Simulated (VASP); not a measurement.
Al3GaSb4: single point with r2SCAN

Al3GaSb4:

```
Al Ga Sb
1.0
     6.22478    0.00000    0.00000
     0.00000    6.22478    0.00000
     0.00000    0.00000    6.22478
Al Ga Sb
3 1 4
Direct
  0.50000 0.00000 0.00000
  0.00000 0.00000 0.50000
  0.00000 0.50000 0.00000
  0.50000 0.50000 0.50000
  0.24990 0.75009 0.24990
  0.24990 0.24990 0.75009
  0.75009 0.75009 0.75009
  0.75009 0.24990 0.24990
```

| Quantity | Value |
| --- | --- |
| Program | VASP 6.6.1 |
| Task | single point |
| Functional | r2SCAN |
| Potentials or basis | VASP PAW PBE potentials, release 64 (Al, Ga_d, Sb) |
| Cutoff | 520 eV |
| k mesh | 6 × 6 × 6 |
| Occupations | gaussian, width 0.02 eV |
| Spin | no spin polarisation |

```
Pressure               : -1.3 GPa
Largest force          : 0.057 eV/Å
Band gap on the k mesh : 0.68 eV (least direct gap 0.92 eV)
```

Forces in eV/Å, atoms in the order of the input:
```
Al   0.000  0.000  0.000
Al   0.000  0.000  0.000
Al   0.000  0.000  0.000
Ga   0.000  0.000  0.000
Sb   0.033 -0.033  0.033
Sb   0.033  0.033 -0.033
Sb  -0.033 -0.033 -0.033
Sb  -0.033  0.033  0.033
```

Levels at points of the mesh, in eV from the valence-band top:
```
           k point  band 19  band 20  band 21  band 22  band 23  band 24
(0.00, 0.00, 0.00)     0.00     0.00     0.00     0.92     1.56     1.56
(0.50, 0.00, 0.00)    -1.47    -1.40    -1.40     1.74     1.99     3.17
(0.50, 0.50, 0.00)    -1.01    -1.01    -1.01     2.31     2.74     2.74
(0.50, 0.50, 0.50)    -0.92    -0.92    -0.92     0.68     1.58     1.58
```

Run time: 4.6 min on 1 thread of Intel(R) Xeon(R) 6975P-C (Granite Rapids), with other jobs on the host, peak memory 0.45 GiB.

Caveat: the PAW data sets were made with another functional, which shifts forces and pressure a little; spin-orbit coupling is left out, which moves the levels of the heavy elements. A k mesh can miss the band edges.
